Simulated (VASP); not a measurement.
Crystal: Ti.

```
Ti
1.0
    -1.52355    1.52355    1.52355
     1.52355   -1.52355    1.52355
     1.52355    1.52355   -1.52355
Ti
1
Direct
  0.00000 0.00000 0.00000
```

This isn't the form of Ti at room conditions, which is hcp.

Program: VASP 6.6.1. Alike in all runs: task single point; level PBE; potentials or basis VASP PAW PBE potentials, release 64 (Ti_sv); spin collinear; cell as given; k mesh 22 × 22 × 22; cutoff (eV) 520; smearing gaussian 0.15 eV.

Order these runs on this cell by their pressure, lowest first.
A. fixed moment (μB) 0.2
B. fixed moment (μB) 0.6
C. fixed moment (μB) 0.9

A (28.7 GPa), B (30.2 GPa), C (32.3 GPa).

Caveats: the cell stands under pressure; the total moment is fixed, so each spin has its own Fermi level and the state may be an excited one.
